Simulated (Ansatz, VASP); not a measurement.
## InP: VASP beside Ansatz

```
In P
1.0
     0.00000    2.95381    2.95381
     2.95381    0.00000    2.95381
     2.95381    2.95381    0.00000
In P
1 1
Direct
  0.00000 0.00000 0.00000
  0.25000 0.25000 0.25000
```

Alike in both runs: task single point; functional HF; k mesh 6 × 6 × 6; no spin polarisation.

```csv
,VASP,Ansatz
version,VASP 6.6.1,Ansatz 0.2.0
potentials or method,"VASP PAW PBE potentials, release 64 (In_d, P)","plane waves, PAW"
plane-wave cutoff (eV),520,420
occupations,"gaussian, width 0.01 eV",fixed
valence electrons in the cell,18,18
```

```csv
,VASP,Ansatz,Ansatz less VASP
gap on the k mesh at the Fermi level (eV),7.04,6.99,-0.041
pressure (GPa),2.5,2.9,+0.49
```

VASP's potentials were made for PBE, not for HF. Ansatz's warnings: stress exchange threshold loose, stress scf threshold loose.
